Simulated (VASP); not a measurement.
A run of VASP 6.6.1:

Contents of INCAR:

```
SYSTEM = InGa2O
PREC = Accurate
ENCUT = 520
EDIFF = 1E-6
ISMEAR = 0
SIGMA = 0.1
LREAL = .False.
LASPH = .True.
NELM = 150
ALGO = Normal
ISIF = 2
LWAVE = .False.
LCHARG = .True.
ISPIN = 2
MAGMOM = 0 0 0 1
LORBIT = 11
GGA = PE
LELF = .True.
LVHAR = .True.
NBANDS = 34
```

File KPOINTS:

```
Automatic mesh
0
Gamma
  6 6 4
  0 0 0
```

The input POSCAR:

```
InGa2O
1.0
    3.4578265365      0.0000000000      0.0000000000
    0.0000000000      3.4578265365      0.0000000000
    0.0000000000      0.0000000000      6.6816561278
In Ga O
1 2 1
Direct
    0.5000000000      0.5000000000      0.5000000000
    0.0000000000      0.5000000000      0.1728637138
    0.5000000000      0.0000000000      0.8271362862
    0.0000000000      0.0000000000      0.0000000000
```

Potentials or basis: VASP PAW PBE potentials, release 64 (In_d, Ga_d, O).

Command:

```bash
$ cat potpaw_PBE.64/In_d/POTCAR potpaw_PBE.64/Ga_d/POTCAR potpaw_PBE.64/O/POTCAR > POTCAR
$ mpirun -np 1 vasp_std > vasp.out
```

Hardware: 1 thread of AMD EPYC 9R45 96-Core Processor (Zen 5), on a shared host.

Question: How long does it take, and how much memory?

Answer: Wall time 84 s on 1 thread of AMD EPYC 9R45 96-Core Processor (Zen 5) (shared host), peak memory 0.27 GiB. Counts: scf iterations 15, k points 30.
